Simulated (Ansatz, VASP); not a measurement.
**Two plane-wave programs on AlGa3N4**

The input INCAR:

```
SYSTEM = AlGa3N4
PREC = Accurate
ENCUT = 520
EDIFF = 1E-7
ISMEAR = 0
SIGMA = 0.05
LREAL = .FALSE.
LASPH = .TRUE.
NELM = 60
ALGO = Normal
ISIF = 2
LWAVE = .FALSE.
LCHARG = .FALSE.
GGA = PS
NBANDS = 41
```

The input KPOINTS:

```
regular mesh
0
G
  6 8 6
  0 0 0
```

Contents of POSCAR:

```
AlGa3N4
1.0
    5.1423511994      0.0000000000      0.0001215027
    0.0000000000      3.1649848006      0.0000000000
   -0.0035856898      0.0000000000      5.4784941377
Al Ga N
1 3 4
Direct
   -0.0135444001      0.5000000000      0.6741584553
    0.4973209855      0.5000000000      0.3356494895
    0.5004649561      0.0000000000      0.8314297178
    1.0021553094      0.0000000000      0.1666399734
    0.1325514651      0.5000000000      0.2866973040
    0.1155611363      0.0000000000      0.8635034015
    0.6088863341      0.0000000000      0.1440748216
    0.6496107863      0.5000000000      0.6873236664
```

Input for Ansatz:

```yaml
crystal:
  lattice:
    - [5.1423511994, 0.0, 0.0001215027]
    - [0.0, 3.1649848006, 0.0]
    - [-0.0035856898, 0.0, 5.4784941377]
  atoms:
    - { symbol: Al, position: [-0.0135444001, 0.5, 0.6741584553] }
    - { symbol: Ga, position: [0.4973209855, 0.5, 0.3356494895] }
    - { symbol: Ga, position: [0.5004649561, 0.0, 0.8314297178] }
    - { symbol: Ga, position: [1.0021553094, 0.0, 0.1666399734] }
    - { symbol: "N", position: [0.1325514651, 0.5, 0.286697304] }
    - { symbol: "N", position: [0.1155611363, 0.0, 0.8635034015] }
    - { symbol: "N", position: [0.6088863341, 0.0, 0.1440748216] }
    - { symbol: "N", position: [0.6496107863, 0.5, 0.6873236664] }
basis:
  ecutwfc: 420
kpoints:
  mp_grid: { grid: [6, 8, 6] }
hamiltonian:
  xc: pbesol
scf:
  occupations: { method: gaussian, width: 0.05 }
output:
  forces: true
  stress: true
  eigenvalues: true
```

Change from the starting cell: mode 24 (697.0 1/cm) frozen in, largest displacement -0.300 Å.

Alike in both runs: task single point; functional PBEsol; k mesh 6 × 8 × 6; occupations gaussian, width 0.05 eV; no spin polarisation.

```csv
,VASP,Ansatz
version,VASP 6.6.1,Ansatz 0.2.0
potentials or method,"VASP PAW PBE potentials, release 64 (Al, Ga_d, N), cutoff 520 eV","scalar-relativistic, plane waves, PAW"
valence electrons in the cell,62,62
```

|  | VASP | Ansatz | Ansatz less VASP |
| --- | --- | --- | --- |
| gap on the k mesh at the Fermi level (eV) | 1.97 | 1.96 | -0.011 |
| least direct gap on the mesh (eV) | 1.97 | 1.96 | -0.011 |
| pressure (GPa) | 7.1 | 7.3 | +0.23 |
| traceless stress, the component that is largest in VASP (GPa) | -2.73 | -2.70 | +0.028 |
| rms of the force components (eV/Å) | 2.227 | 2.233 | +0.0059 |

VASP's potentials were made for PBE, not for PBEsol. Atom by atom the forces differ by 0.026 eV/Å (rms over components).
